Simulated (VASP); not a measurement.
Set up this calculation in VASP 6.6.1, as the native input.

* Task: single point
* Functional: LDA
* Potentials or basis: VASP PAW LDA potentials, release 64 (Si, N)
* Cutoff: 600 eV
* k mesh: 4 × 4 × 4
* Occupations: gaussian, width 0.1 eV
* Spin: no spin polarisation
* Dipole correction: no
* Further INCAR settings: ALGO = Normal; EDIFF = 1e-06; NBANDS = 45

The structure of Si3N4 (kk07) lies in POSCAR:

```
Si3N4
1.0
    0.0000000000      3.8447059991      3.8447059991
    3.8447059991      0.0000000000      3.8447059991
    3.8447059991      3.8447059991      0.0000000000
Si N
6 8
Direct
    0.6250000000      0.6250000000      0.1250000000
    0.6250000000      0.1250000000      0.6250000000
    0.1250000000      0.6250000000      0.6250000000
    0.6250000000      0.6250000000      0.6250000000
    0.2500000000      0.2500000000      0.2500000000
    0.0000000000      0.0000000000      0.0000000000
    0.8675701074      0.8675701074      0.8675701074
    0.8527103222      0.3824298926      0.3824298926
    0.3824298926      0.3824298926      0.8527103222
    0.3824298926      0.8527103222      0.3824298926
    0.8675701074      0.8675701074      0.3972896778
    0.8675701074      0.3972896778      0.8675701074
    0.3824298926      0.3824298926      0.3824298926
    0.3972896778      0.8675701074      0.8675701074
```

One way to write it, as run:

INCAR

```
SYSTEM = Si3N4
  PREC = Accurate
  ENCUT = 600
  EDIFF = 1E-6
  ISMEAR = 0
  SIGMA = 0.1
  LREAL = .FALSE.
  LASPH = .TRUE.
  NELM = 120
  ALGO = Normal
  ISIF = 2
  LWAVE = .FALSE.
  LCHARG = .FALSE.
  GGA = CA
  NBANDS = 45
  GGA_COMPAT = .FALSE.
```

KPOINTS

```
regular mesh
0
G
  4 4 4
  0 0 0
```

Potentials or basis: VASP PAW LDA potentials, release 64 (Si, N).

Run with:

```bash
$ cat potpaw_LDA.64/Si/POTCAR potpaw_LDA.64/N/POTCAR > POTCAR
$ mpirun -np 1 vasp_std > vasp.out
```

It gave:

| Quantity | Value |
| --- | --- |
| Pressure | 0.8 GPa |
| Largest force | 0.016 eV/Å |
| Band gap on the k mesh | 3.38 eV, direct |

It took 71 s on 1 thread of AMD EPYC 9R45 (Zen 5), on a shared host, peak memory 0.21 GiB.
